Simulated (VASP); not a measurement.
Wanted: the native input for a VASP 6.6.1 run.

```yaml
Task: single point
Functional: PBE
Potentials_or_basis: VASP PAW PBE potentials, release 64 (Zr_sv, Ti_sv, N)
Cutoff: 520 eV
k_mesh: 12 × 12 × 6
Occupations: gaussian, width 0.1 eV
Spin: no spin polarisation
Dipole_correction: no
Further_INCAR_settings: ALGO = Normal; EDIFF = 1e-06; NBANDS = 38
```

The structure of ZrTiN lies in POSCAR:

```
ZrTiN
1.0
    3.2815831622      0.0000000000      0.0000000000
    0.0000000000      3.2815831622      0.0000000000
    0.0000000000      0.0000000000      8.1470005339
Zr Ti N
2 2 2
Direct
    0.0000000000      0.5000000000      0.6340197604
    0.5000000000      0.0000000000      0.3659802396
    0.0000000000      0.5000000000      0.0997683915
    0.5000000000      0.0000000000      0.9002316085
    0.0000000000      0.5000000000      0.3541497464
    0.5000000000      0.0000000000      0.6458502536
```

One way to write it, as run:

INCAR

```
PREC = Accurate
ENCUT = 520
EDIFF = 1E-6
ISMEAR = 0
SIGMA = 0.1
LREAL = False
LASPH = True
NELM = 60
ALGO = Normal
ISIF = 2
LWAVE = False
LCHARG = False
GGA = PE
NBANDS = 38
```

KPOINTS

```
Automatic mesh
0
Gamma
  12 12 6
```

Potentials or basis: VASP PAW PBE potentials, release 64 (Zr_sv, Ti_sv, N).

Run with:

```bash
$ cat potpaw_PBE.64/Zr_sv/POTCAR potpaw_PBE.64/Ti_sv/POTCAR potpaw_PBE.64/N/POTCAR > POTCAR
$ mpirun -np 1 vasp_std > vasp.out
```

It gave:

The pressure is -4.8 GPa, the largest force is 0.024 eV/Å and the band gap on the k mesh is zero (bands 29 and 30 overlap by 1.07 eV).

Caveat: the cell stands under tension.

Wall time 2.6 min on 1 thread of Intel(R) Xeon(R) 6975P-C (Granite Rapids), with other jobs on the host, peak memory 0.42 GiB.
